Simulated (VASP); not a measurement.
# Al4FeCo3 (Im-3m) in VASP: relaxation of cell and atoms with PBE

Aim: the relaxation of cell and atoms of Al4FeCo3 with PBE.

All numbers are computed with VASP 6.6.1; they aren't measurements. Logs are shortened: lines on timing, memory, paths and dates and some standing lists are left out, and cuts for length are marked.

**1. The cell of the first run**

Symmetry: Im-3m, No. 229, cubic system. Conventional cell: a = 5.948 Å, b = 5.948 Å, c = 5.948 Å, α = 90.00°, β = 90.00°, γ = 90.00°. Within 3.4 Å of Al (site symmetry -3m) lie 2 Fe at 2.58 Å and 6 Co at 2.58 Å and 6 Al at 2.97 Å. Fe (site symmetry m-3m) has 8 Al at 2.58 Å and 6 Co at 2.97 Å within 3.4 Å. Within 3.4 Å of Co (site symmetry 4/mmm) lie 8 Al at 2.58 Å and 2 Fe at 2.97 Å and 4 Co at 2.97 Å.

**2. Relaxation of cell and atoms, PBE, collinear spin, ferromagnetic start**

Input file INCAR:

```
PREC = Accurate
ENCUT = 600
EDIFF = 1E-6
ISMEAR = 0
SIGMA = 0.1
LREAL = False
LASPH = True
NELM = 150
ALGO = Normal
ISIF = 3
LWAVE = False
LCHARG = False
ISPIN = 2
MAGMOM = 0 0 0 0 4 3 3 3
LORBIT = 11
LMAXMIX = 4
GGA = PE
IBRION = 2
NSW = 90
EDIFFG = -0.04
```

Input file KPOINTS:

```
regular mesh
0
Gamma
  4 4 4
```

Input file POSCAR:

```
Al4FeCo3
1.0
   -2.9738425000      2.9738425000      2.9738425000
    2.9738425000     -2.9738425000      2.9738425000
    2.9738425000      2.9738425000     -2.9738425000
Al Fe Co
4 1 3
Direct
    0.0000000000      0.5000000000      0.0000000000
    0.5000000000      0.5000000000      0.5000000000
    0.0000000000      0.0000000000      0.5000000000
    0.5000000000      0.0000000000      0.0000000000
    0.0000000000      0.0000000000      0.0000000000
    0.5000000000      0.0000000000      0.5000000000
    0.5000000000      0.5000000000      0.0000000000
    0.0000000000      0.5000000000      0.5000000000
```

Potentials or basis: VASP PAW PBE potentials, release 64 (Al, Fe, Co).

Run with:

```console
$ cat potpaw_PBE.64/Al/POTCAR potpaw_PBE.64/Fe/POTCAR potpaw_PBE.64/Co/POTCAR > POTCAR
$ mpirun -np 1 vasp_std > vasp.out
```

OUTCAR:

```text
PREC = Accurate
   ENCUT = 600
   EDIFF = 1E-6
   ISMEAR = 0
   LREAL = False
   LASPH = True
   NELM = 150
   ISIF = 3
   ISPIN = 2
   LORBIT = 11
   GGA = PE
   IBRION = 2
   NSW = 90
   EDIFFG = -0.04

 ion  position               nearest neighbor table
   1  0.000  0.500  0.000-   5 2.58   6 2.58   7 2.58   8 2.58   8 2.58   5 2.58   7 2.58   6 2.58
                             4 2.97   3 2.97   2 2.97   2 2.97   4 2.97   3 2.97
   2  0.500  0.500  0.500-   5 2.58   6 2.58   7 2.58   8 2.58   7 2.58   6 2.58   8 2.58   5 2.58
                             4 2.97   4 2.97   1 2.97   1 2.97   3 2.97   3 2.97
   3  0.000  0.000  0.500-   5 2.58   6 2.58   7 2.58   8 2.58   5 2.58   8 2.58   6 2.58   7 2.58
                             4 2.97   1 2.97   1 2.97   4 2.97   2 2.97   2 2.97
   4  0.500  0.000  0.000-   5 2.58   6 2.58   7 2.58   8 2.58   6 2.58   7 2.58   5 2.58   8 2.58
                             3 2.97   2 2.97   1 2.97   3 2.97   1 2.97   2 2.97
   5  0.000  0.000  0.000-   1 2.58   2 2.58   3 2.58   4 2.58   3 2.58   1 2.58   4 2.58   2 2.58
                             7 2.97   8 2.97   8 2.97   6 2.97   7 2.97   6 2.97
   6  0.500  0.000  0.500-   1 2.58   2 2.58   3 2.58   4 2.58   4 2.58   2 2.58   3 2.58   1 2.58
                             7 2.97   7 2.97   8 2.97   5 2.97   8 2.97   5 2.97
   7  0.500  0.500  0.000-   1 2.58   2 2.58   3 2.58   4 2.58   2 2.58   4 2.58   1 2.58   3 2.58
                             6 2.97   6 2.97   8 2.97   8 2.97   5 2.97   5 2.97
   8  0.000  0.500  0.500-   1 2.58   2 2.58   3 2.58   4 2.58   1 2.58   3 2.58   2 2.58   4 2.58
                             6 2.97   5 2.97   7 2.97   7 2.97   6 2.97   5 2.97

  LATTYP: Found a body centered cubic cell.
 ALAT       =     5.9476850000

  Lattice vectors:

 A1 = (  -2.9738425000,   2.9738425000,   2.9738425000)
 A2 = (   2.9738425000,  -2.9738425000,   2.9738425000)
 A3 = (   2.9738425000,   2.9738425000,  -2.9738425000)

Analysis of symmetry for initial positions (statically):
=====================================================================
 Subroutine PRICEL returns:
 Original cell was already a primitive cell.

 Routine SETGRP: Setting up the symmetry group for a
 body centered cubic supercell.

 Subroutine GETGRP returns: Found 48 space group operations
 (whereof 48 operations were pure point group operations)
 out of a pool of 48 trial point group operations.

The static configuration has the point symmetry O_h .

Analysis of symmetry for dynamics (positions and initial velocities):
=====================================================================
 Subroutine PRICEL returns:
 Original cell was already a primitive cell.

 Routine SETGRP: Setting up the symmetry group for a
 body centered cubic supercell.

 Subroutine GETGRP returns: Found 48 space group operations
 (whereof 48 operations were pure point group operations)
 out of a pool of 48 trial point group operations.

The dynamic configuration has the point symmetry O_h .

Analysis of structural, dynamic, and magnetic symmetry:
=====================================================================
 Subroutine PRICEL returns:
 Original cell was already a primitive cell.

 Routine SETGRP: Setting up the symmetry group for a
 body centered cubic supercell.

 Subroutine GETGRP returns: Found 48 space group operations
 (whereof 48 operations were pure point group operations)
 out of a pool of 48 trial point group operations.

The overall configuration has the point symmetry O_h .

 Subroutine INISYM returns: Found 48 space group operations
 (whereof 48 operations are pure point group operations),
 and found     1 'primitive' translations

----------------------------------------------------------------------------------------

                                     Primitive cell

  volume of cell :     105.1996

  direct lattice vectors                    reciprocal lattice vectors
    -2.973842500  2.973842500  2.973842500     0.000000000  0.168132643  0.168132643
     2.973842500 -2.973842500  2.973842500     0.168132643  0.000000000  0.168132643
     2.973842500  2.973842500 -2.973842500     0.168132643  0.168132643  0.000000000

  length of vectors
     5.150846304  5.150846304  5.150846304     0.237775464  0.237775464  0.237775464

  position of ions in fractional coordinates (direct lattice)
     0.000000000  0.500000000  0.000000000
     0.500000000  0.500000000  0.500000000
     0.000000000  0.000000000  0.500000000
     0.500000000  0.000000000  0.000000000
     0.000000000  0.000000000  0.000000000
     0.500000000  0.000000000  0.500000000
     0.500000000  0.500000000  0.000000000
     0.000000000  0.500000000  0.500000000

  ion indices of the primitive-cell ions
   primitive index   ion index
                 1           1
                 2           2
                 3           3
                 4           4
                 5           5
                 6           6
                 7           7
                 8           8

----------------------------------------------------------------------------------------

 KPOINTS: regular mesh

Automatic generation of k-mesh.
 Grid dimensions read from file:
 generate k-points for:    4    4    4

 Generating k-lattice:

  Cartesian coordinates                     Fractional coordinates (reciprocal lattice)
     0.000000000  0.042033161  0.042033161     0.250000000  0.000000000  0.000000000
     0.042033161  0.000000000  0.042033161     0.000000000  0.250000000  0.000000000
     0.042033161  0.042033161  0.000000000     0.000000000  0.000000000  0.250000000

  Length of vectors
     0.059443866  0.059443866  0.059443866

  Shift w.r.t. Gamma in fractional coordinates (k-lattice)
     0.000000000  0.000000000  0.000000000

 Subroutine IBZKPT returns following result:
 ===========================================

 Found      8 irreducible k-points:

 Following reciprocal coordinates:
            Coordinates               Weight
  0.000000  0.000000  0.000000      1.000000
  0.250000  0.000000  0.000000     12.000000
  0.500000  0.000000  0.000000      6.000000
  0.250000  0.250000  0.000000     24.000000
  0.250000  0.250000  0.250000      2.000000
 -0.250000  0.250000  0.250000      6.000000
  0.500000  0.500000  0.250000     12.000000
  0.500000  0.500000  0.500000      1.000000
   k-points           NKPTS =      8   k-points in BZ     NKDIM =      8   number of bands    NBANDS=     35
   number of dos      NEDOS =    301   number of ions     NIONS =      8
   total plane-waves  NPLWV =  74088
   dimension x,y,z NGX =    42 NGY =   42 NGZ =   42
   dimension x,y,z NGXF=    84 NGYF=   84 NGZF=   84
   ions per type =               4   1   3
   NGX,Y,Z   is equivalent  to a cutoff of  13.56, 13.56, 13.56 a.u.
   NGXF,Y,Z  is equivalent  to a cutoff of  27.11, 27.11, 27.11 a.u.
 SYSTEM =  unknown system
   PREC   = accura    normal or accurate (medium, high low for compatibility)
   ISTART =      0    job   : 0-new  1-cont  2-samecut
   ICHARG =      2    charge: 1-file 2-atom 10-const
   ISPIN  =      2    spin polarized calculation?
   LNONCOLLINEAR =      F non collinear calculations
   LSORBIT =      F    spin-orbit coupling
   LASPH  =      T    aspherical Exc in radial PAW
   ENCUT  =  600.0 eV  44.10 Ry    6.64 a.u.  10.29 10.29 10.29*2*pi/ulx,y,z
   NELM   =    150;   NELMIN=  2; NELMDL= -5     # of ELM steps
   EDIFF  = 0.1E-05   stopping-criterion for ELM
   LREAL  =      F    real-space projection
   EDIFFG = -.4E-01   stopping-criterion for IOM
   NSW    =     90    number of steps for IOM
   IBRION =      2    ionic relax: 0-MD 1-quasi-New 2-CG
   NFREE  =      1    steps in history (QN), initial steepest desc. (CG)
   ISIF   =      3    stress and relaxation
   ISYM   =      2    0-nonsym 1-usesym 2-fastsym
   POTIM  = 0.5000    time-step for ionic-motion
   TEBEG  =    0.0;   TEEND  =   0.0 temperature during run
   PSTRESS=    0.0 pullay stress
   NELECT =      47.0000    total number of electrons
   NUPDOWN=      -1.0000    fix difference up-down
   EMIN   =  10.00;   EMAX   =-10.00  energy-range for DOS
   EFERMI =   0.00;   METHOD = LEGACY
   ISMEAR =     0;   SIGMA  =   0.10  broadening in eV -4-tet -1-fermi 0-gaus
   EFERMI_NEDOS =   21; number of points for ismear=-14 and -15
   IALGO  =     38    algorithm
   IMIX   =      4    mixing-type and parameters
     AMIX     =   0.40;   BMIX     =  1.00
     AMIX_MAG =   1.60;   BMIX_MAG =  1.00
  volume/ion in A,a.u.               =      13.15        88.74
  Fermi-wavevector in a.u.,A,eV,Ry     =   1.251515  2.365021 21.310676  1.566290
  Thomas-Fermi vector in A             =   2.385459
   LORBIT       =     11    0 simple, 1 ext, 2 COOP (PROOUT), +10 PAW based schemes
   GGA     = PE    functional components
   LHFCALC =     F    Hartree Fock is set to
   AEXX    =    0.0000 exact exchange contribution
   IVDW    =     0    specifies the selected vdW correction
   LEPSILON=     F    determine dielectric tensor
   LRPA    =     F    only Hartree local field effects (RPA)
 conjugate gradient relaxation of ions
 spin polarized calculation
 Gauss-broadening in eV      SIGMA  =   0.10
  energy-cutoff  :      600.00
  volume of cell :      105.20
 maximum number of plane-waves:      3564
 NGX is ok and might be reduce to    42
   NGX = 21   NGY = 21   NGZ = 21

--------------------------------------- Ionic step        1  -------------------------------------------

 number of electron      46.9999995 magnetization      -0.0082082

 number of electron      46.9999995 magnetization       0.0004562

 Free energy of the ion-electron system (eV)
  ---------------------------------------------------
  ext. energy  EPLUGINS =         0.00000000
  ---------------------------------------------------
  free energy    TOTEN  =       -48.09440313 eV

  energy without entropy =      -48.08841383  energy(sigma->0) =      -48.09140848

------------------------ aborting loop because EDIFF is reached ----------------------------------------

  FORCE on cell =-STRESS in cart. coord.  units (eV):
  Direction    XX          YY          ZZ          XY          YZ          ZX
  --------------------------------------------------------------------------------------
  -------------------------------------------------------------------------------------
  Total      -11.2864709    -11.2864709    -11.2864709      0.0000000     -0.0000000      0.0000000
  in kB     -171.8916843   -171.8916843   -171.8916843      0.0000000     -0.0000000      0.0000000
  external PRESSURE =    -171.8916843 kB  Pullay stress =       0.0000000 kB
[... 29 lines left out ...]
--------------------------------------- Ionic step        2  -------------------------------------------

 number of electron      47.0000003 magnetization       0.0000550

 number of electron      47.0000003 magnetization      -0.0000006

 E-fermi :  10.7743     XC(G=0): -12.6772

 val. band max:       10.6154587892   @ k =   0.5000   0.5000   0.5000
 cond. band min:      10.8432806244   @ k =   0.5000   0.0000   0.0000
 fundamental gap:      0.2278218352
 Fermi energy:        10.7742574176

 spin component 1

 k-point     1 :       0.0000    0.0000    0.0000
  band No.  band energies     occupation
      1      -0.3930      1.00000
      2       5.5714      1.00000
      3       5.5714      1.00000
      4       5.5714      1.00000
      5       7.7659      1.00000
      6       7.7659      1.00000
[... 641 lines left out ...]
--------------------------------------- Ionic step        3  -------------------------------------------

 number of electron      46.9999983 magnetization       0.0000128

 number of electron      46.9999983 magnetization      -0.0000022

 Free energy of the ion-electron system (eV)
  ---------------------------------------------------
  ext. energy  EPLUGINS =         0.00000000
  ---------------------------------------------------
  free energy    TOTEN  =       -48.83193590 eV

  energy without entropy =      -48.82745946  energy(sigma->0) =      -48.82969768

 E-fermi :   9.6488     XC(G=0): -12.2439

 val. band max:        9.5006980708   @ k =   0.5000   0.5000   0.5000
 cond. band min:       9.7172184486   @ k =   0.5000   0.0000   0.0000
 fundamental gap:      0.2165203778
 Fermi energy:         9.6487835418

 spin component 1

 k-point     1 :       0.0000    0.0000    0.0000
  band No.  band energies     occupation
      1      -0.9699      1.00000
      2       4.8031      1.00000
      3       4.8031      1.00000
      4       4.8031      1.00000
      5       6.9822      1.00000
      6       6.9822      1.00000
[... 635 lines left out ...]
  FREE ENERGIE OF THE ION-ELECTRON SYSTEM (eV)
  ---------------------------------------------------
  free  energy   TOTEN  =       -48.8319358986 eV

  energy  without entropy=      -48.8274594599  energy(sigma->0) =      -48.82969768

 reached required accuracy - stopping structural energy minimisation

 total charge

# of ion       s       p       d       tot
------------------------------------------
    1        0.397   0.431   0.000   0.827
    2        0.397   0.431   0.000   0.827
    3        0.397   0.431   0.000   0.827
    4        0.397   0.431   0.000   0.827
    5        0.423   0.510   6.542   7.476
    6        0.437   0.500   7.503   8.440
    7        0.437   0.500   7.503   8.440
    8        0.437   0.500   7.503   8.440
--------------------------------------------------
tot          3.322   3.732  29.051  36.105

 magnetization (x)

# of ion       s       p       d       tot
------------------------------------------
    1       -0.000  -0.000   0.000  -0.000
    2       -0.000  -0.000   0.000  -0.000
    3       -0.000  -0.000   0.000  -0.000
    4       -0.000  -0.000   0.000  -0.000
    5        0.000   0.000   0.000   0.000
    6       -0.000  -0.000   0.000   0.000
    7       -0.000  -0.000   0.000   0.000
    8       -0.000  -0.000   0.000   0.000
--------------------------------------------------
tot         -0.000  -0.000   0.000   0.000
```

Run time: 3.1 min. Hardware: 1 thread of Intel Xeon 6975P-C (Granite Rapids), shared host; peak memory 0.36 GiB.

What came out:

| Property | Result |
| --- | --- |
| Free energy | -48.8319 eV |
| Relaxed volume | 11.62 Å³/atom |
| Relaxed cell | a = 4.943 Å, b = 4.943 Å, c = 4.943 Å, α = 109.47°, β = 109.47°, γ = 109.47° |
| Space group after relaxing (to 0.1 Å) | Im-3m (No. 229) |
| Energy gained by relaxing | 92.2 meV/atom |
| Ionic steps | 3 |
| Pressure after relaxing | -0.2 GPa |
| Net moment | 0.00 μB per cell |
| Valence electrons inside the program's atomic spheres | Al 0.83; Fe 7.48; Co 8.44 |

The path:
```
step  energy change (eV)  largest force (eV/Å)  pressure (GPa)  volume (Å³)
   1              0.0000                0.0000          -17.19       105.20
   2             -0.3137                0.0000           19.04        85.15
   3             -0.7375                0.0000           -0.24        92.99
```

Final structure:
```
CELL_PARAMETERS angstrom
-2.85406 2.85406 2.85406
2.85406 -2.85406 2.85406
2.85406 2.85406 -2.85406
ATOMIC_POSITIONS crystal
Al 0.00000 0.50000 0.00000
Al 0.50000 0.50000 0.50000
Al 0.00000 0.00000 0.50000
Al 0.50000 0.00000 0.00000
Fe 0.00000 0.00000 0.00000
Co 0.50000 0.00000 0.50000
Co 0.50000 0.50000 0.00000
Co 0.00000 0.50000 0.50000
```

Levels at points of the mesh, in eV from the Fermi level:
Spin up:
| k point | band 21 | band 22 | band 23 | band 24 | band 25 | band 26 |
| --- | --- | --- | --- | --- | --- | --- |
| (0.00, 0.00, 0.00) | -0.95 | -0.24 | -0.24 | -0.24 | 0.09 | 0.41 |
| (0.50, 0.00, 0.00) | -0.63 | -0.60 | -0.25 | 0.07 | 0.59 | 1.04 |
| (0.50, 0.50, 0.50) | -0.15 | 0.23 | 0.23 | 0.57 | 0.95 | 0.95 |
Spin down:
```
           k point  band 20  band 21  band 22  band 23  band 24  band 25  band 26  band 27
(0.00, 0.00, 0.00)    -0.95    -0.95    -0.24    -0.24    -0.24     0.09     0.41     0.41
(0.50, 0.00, 0.00)    -0.82    -0.63    -0.60    -0.25     0.07     0.59     1.04     2.10
(0.50, 0.50, 0.50)    -0.15    -0.15     0.23     0.23     0.57     0.95     0.95     2.84
```

Caveat: the k points lie up to 0.39 Å⁻¹ apart in the final cell.
